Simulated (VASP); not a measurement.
# Cs (P6_3/mmc) in VASP: a series of runs, part 2 of 2

VASP 6.6.1. Earlier steps stand in the parts before.

### Step 3. Single point, LDA (84.62 Å³/atom)

This run uses another cell than the first one, of 84.62 Å³/atom.

The input, INCAR:

```
PREC = Accurate ; ENCUT = 520
EDIFF = 1E-6 ; ISMEAR = -1
SIGMA = 0.1 ; LREAL = F
LASPH = T ; NELM = 80
ALGO = Normal ; ISIF = 2
LWAVE = F ; LCHARG = F
GGA = CA ; NBANDS = 16
```

The input, KPOINTS:

```
regular mesh
0
Gamma
  8 8 5
```

The input, POSCAR:

```
Cs
1.0
    4.9240178858      0.0000000000      0.0000000000
   -2.4620089429      4.2643245778      0.0000000000
    0.0000000000      0.0000000000      8.0603329186
Cs
2
Direct
    0.3333333333      0.6666666667      0.2500000000
    0.6666666667      0.3333333333      0.7500000000
```

Potentials or basis: VASP PAW LDA potentials, release 64 (Cs_sv).

Started as:

```
cat potpaw_LDA.64/Cs_sv/POTCAR > POTCAR
mpirun -np 1 vasp_std > vasp.out
```

OUTCAR:

```text
PREC = Accurate
   ENCUT = 520
   EDIFF = 1E-6
   ISMEAR = -1
   LREAL = F
   LASPH = T
   NELM = 80
   ISIF = 2
   GGA = CA

 ion  position               nearest neighbor table
   1  0.333  0.667  0.250-
   2  0.667  0.333  0.750-

  LATTYP: Found a hexagonal cell.
 ALAT       =     4.9240178858
 C/A-ratio  =     1.6369422503

  Lattice vectors:

 A1 = (   4.9240178858,   0.0000000000,   0.0000000000)
 A2 = (  -2.4620089429,   4.2643245778,   0.0000000000)
 A3 = (   0.0000000000,   0.0000000000,   8.0603329186)

Analysis of symmetry for initial positions (statically):
=====================================================================
 Subroutine PRICEL returns:
 Original cell was already a primitive cell.

 Routine SETGRP: Setting up the symmetry group for a
 hexagonal supercell.

 Subroutine GETGRP returns: Found 24 space group operations
 (whereof 12 operations were pure point group operations)
 out of a pool of 24 trial point group operations.

The static configuration has the point symmetry D_3d.
 The point group associated with its full space group is D_6h.

Analysis of symmetry for dynamics (positions and initial velocities):
=====================================================================
 Subroutine PRICEL returns:
 Original cell was already a primitive cell.

 Routine SETGRP: Setting up the symmetry group for a
 hexagonal supercell.

 Subroutine GETGRP returns: Found 24 space group operations
 (whereof 12 operations were pure point group operations)
 out of a pool of 24 trial point group operations.

The dynamic configuration has the point symmetry D_3d.
 The point group associated with its full space group is D_6h.

 Subroutine INISYM returns: Found 24 space group operations
 (whereof 12 operations are pure point group operations),
 and found     1 'primitive' translations

----------------------------------------------------------------------------------------

                                     Primitive cell

  volume of cell :     169.2477

  direct lattice vectors                    reciprocal lattice vectors
     4.924017886  0.000000000  0.000000000     0.203086184  0.117251863  0.000000000
    -2.462008943  4.264324578  0.000000000     0.000000000  0.234503725  0.000000000
     0.000000000  0.000000000  8.060332919     0.000000000  0.000000000  0.124064354

  length of vectors
     4.924017886  4.924017886  8.060332919     0.234503725  0.234503725  0.124064354

  position of ions in fractional coordinates (direct lattice)
     0.333333333  0.666666667  0.250000000
     0.666666667  0.333333333  0.750000000

  ion indices of the primitive-cell ions
   primitive index   ion index
                 1           1
                 2           2

----------------------------------------------------------------------------------------

 KPOINTS: regular mesh

Automatic generation of k-mesh.
 Grid dimensions read from file:
 generate k-points for:    8    8    5

 Generating k-lattice:

  Cartesian coordinates                     Fractional coordinates (reciprocal lattice)
     0.025385773  0.014656483  0.000000000     0.125000000  0.000000000  0.000000000
     0.000000000  0.029312966  0.000000000     0.000000000  0.125000000  0.000000000
     0.000000000  0.000000000  0.024812871     0.000000000  0.000000000  0.200000000

  Length of vectors
     0.029312966  0.029312966  0.024812871

  Shift w.r.t. Gamma in fractional coordinates (k-lattice)
     0.000000000  0.000000000  0.000000000

 Subroutine IBZKPT returns following result:
 ===========================================

 Found     30 irreducible k-points:

 Following reciprocal coordinates:
            Coordinates               Weight
  0.000000  0.000000  0.000000      1.000000
  0.125000  0.000000  0.000000      6.000000
  0.250000  0.000000  0.000000      6.000000
  0.375000 -0.000000  0.000000      6.000000
  0.500000  0.000000  0.000000      3.000000
  0.125000  0.125000  0.000000      6.000000
[... 16 lines left out ...]
  0.250000  0.000000  0.400000     12.000000
  0.375000 -0.000000  0.400000     12.000000
 [... further k-points ...]
   k-points           NKPTS =     30   k-points in BZ     NKDIM =     30   number of bands    NBANDS=     16
   number of dos      NEDOS =    301   number of ions     NIONS =      2
   total plane-waves  NPLWV =  96000
   dimension x,y,z NGX =    40 NGY =   40 NGZ =   60
   dimension x,y,z NGXF=    80 NGYF=   80 NGZF=  120
   ions per type =               2
   NGX,Y,Z   is equivalent  to a cutoff of  13.50, 13.50, 12.38 a.u.
   NGXF,Y,Z  is equivalent  to a cutoff of  27.01, 27.01, 24.75 a.u.
 SYSTEM =  unknown system
   PREC   = accura    normal or accurate (medium, high low for compatibility)
   ISTART =      0    job   : 0-new  1-cont  2-samecut
   ICHARG =      2    charge: 1-file 2-atom 10-const
   ISPIN  =      1    spin polarized calculation?
   LNONCOLLINEAR =      F non collinear calculations
   LSORBIT =      F    spin-orbit coupling
   LASPH  =      T    aspherical Exc in radial PAW
   ENCUT  =  520.0 eV  38.22 Ry    6.18 a.u.   9.16  9.16 14.99*2*pi/ulx,y,z
   NELM   =     80;   NELMIN=  2; NELMDL= -5     # of ELM steps
   EDIFF  = 0.1E-05   stopping-criterion for ELM
   LREAL  =      F    real-space projection
   EDIFFG = 0.1E-04   stopping-criterion for IOM
   NSW    =      0    number of steps for IOM
   IBRION =     -1    ionic relax: 0-MD 1-quasi-New 2-CG
   NFREE  =      0    steps in history (QN), initial steepest desc. (CG)
   ISIF   =      2    stress and relaxation
   ISYM   =      2    0-nonsym 1-usesym 2-fastsym
   POTIM  = 0.5000    time-step for ionic-motion
   TEBEG  =    0.0;   TEEND  =   0.0 temperature during run
   PSTRESS=    0.0 pullay stress
   NELECT =      18.0000    total number of electrons
   NUPDOWN=      -1.0000    fix difference up-down
   EMIN   =  10.00;   EMAX   =-10.00  energy-range for DOS
   EFERMI =   0.00;   METHOD = LEGACY
   ISMEAR =    -1;   SIGMA  =   0.10  broadening in eV -4-tet -1-fermi 0-gaus
   EFERMI_NEDOS =   21; number of points for ismear=-14 and -15
   IALGO  =     38    algorithm
   IMIX   =      4    mixing-type and parameters
     AMIX     =   0.40;   BMIX     =  1.00
     AMIX_MAG =   1.60;   BMIX_MAG =  1.00
  volume/ion in A,a.u.               =      84.62       571.07
  Fermi-wavevector in a.u.,A,eV,Ry     =   0.775636  1.465740  8.185421  0.601611
  Thomas-Fermi vector in A             =   1.877945
   LORBIT       =      0    0 simple, 1 ext, 2 COOP (PROOUT), +10 PAW based schemes
   GGA     = CA    functional components
   LHFCALC =     F    Hartree Fock is set to
   AEXX    =    0.0000 exact exchange contribution
   IVDW    =     0    specifies the selected vdW correction
   LEPSILON=     F    determine dielectric tensor
   LRPA    =     F    only Hartree local field effects (RPA)
 non-spin polarized calculation
  energy-cutoff  :      520.00
  volume of cell :      169.25
 maximum number of plane-waves:      4579
 NGX is ok and might be reduce to    40
   NGX = 19   NGY = 19   NGZ = 29

 number of electron      18.0000003 magnetization

 Free energy of the ion-electron system (eV)
  ---------------------------------------------------
  ext. energy  EPLUGINS =         0.00000000
  ---------------------------------------------------
  free energy    TOTEN  =        -2.00273269 eV

  energy without entropy =       -1.91341998  energy(sigma->0) =       -1.95807633

 E-fermi :   1.1582     XC(G=0):  -6.3902

 val. band max:        1.1424356669   @ k =   0.2500   0.2500   0.2000
 cond. band min:       1.1655456542   @ k =   0.2500   0.1250   0.4000
 fundamental gap:      0.0231099873
 Fermi energy:         1.1581774097

 k-point     1 :       0.0000    0.0000    0.0000
  band No.  band energies     occupation
      1     -22.5098      2.00000
      2     -22.4843      2.00000
      3      -9.5378      2.00000
      4      -9.2079      2.00000
      5      -9.2079      2.00000
      6      -9.1595      2.00000
[... 8 lines left out ...]
     15       4.0626      0.00000
     16       4.0626      0.00000
[... 419 lines left out ...]
 k-point    24 :       0.3750   -0.0000    0.4000
  band No.  band energies     occupation
      1     -22.4842      2.00000
      2     -22.4803      2.00000
      3      -9.4954      2.00000
      4      -9.4717      2.00000
      5      -9.2872      2.00000
      6      -9.2544      2.00000
[... 8 lines left out ...]
     15       4.0779      0.00000
     16       4.5612      0.00000

 [... further k-points ...]

------------------------ aborting loop because EDIFF is reached ----------------------------------------

  FORCE on cell =-STRESS in cart. coord.  units (eV):
  Direction    XX          YY          ZZ          XY          YZ          ZX
  --------------------------------------------------------------------------------------
  -------------------------------------------------------------------------------------
  Total        0.3933918      0.3933918      0.3553218      0.0000000     -0.0000000      0.0000000
  in kB        3.7240284      3.7240284      3.3636405      0.0000000     -0.0000000      0.0000000
  external PRESSURE =       3.6038991 kB  Pullay stress =       0.0000000 kB

 VOLUME and BASIS-vectors are now :
 -----------------------------------------------------------------------------
  energy-cutoff  :      520.00
  volume of cell :      169.25
      direct lattice vectors                 reciprocal lattice vectors
     4.924017886  0.000000000  0.000000000     0.203086184  0.117251863  0.000000000
    -2.462008943  4.264324578  0.000000000     0.000000000  0.234503725  0.000000000
     0.000000000  0.000000000  8.060332919     0.000000000  0.000000000  0.124064354

 POSITION                                       TOTAL-FORCE (eV/Angst)
 -----------------------------------------------------------------------------------
     -0.00000      2.84288      2.01508        -0.000000      0.000000      0.000000
      2.46201      1.42144      6.04525         0.000000     -0.000000      0.000000
 -----------------------------------------------------------------------------------
    total drift:                               -0.000000      0.000000     -0.000000

  FREE ENERGIE OF THE ION-ELECTRON SYSTEM (eV)
  ---------------------------------------------------
  free  energy   TOTEN  =        -2.0027326885 eV

  energy  without entropy=       -1.9134199796  energy(sigma->0) =       -1.95807633
```

stdout:

```text
POSCAR found type information on POSCAR Cs
 POSCAR found :  1 types and       2 ions
 scaLAPACK will be used
 LDA part: xc-table for (Slater(with rela. corr.)+CA(PZ))
 , standard interpolation
 POSCAR, INCAR and KPOINTS ok, starting setup
 FFT: planning ... GRIDC
 FFT: planning ... GRID_SOFT
 FFT: planning ... GRID
 WAVECAR not read
 entering main loop
```

Run time: 62 s. Hardware: 1 thread of Intel Xeon 8259CL, shared host; peak memory 0.26 GiB.

Results:

- Free energy: -2.0027 eV
- Pressure: 0.4 GPa
- Band gap on the k mesh: zero (bands 9 and 10 overlap by 1.37 eV)

Caveat: spin-orbit coupling is left out, which moves the levels of the heavy elements.
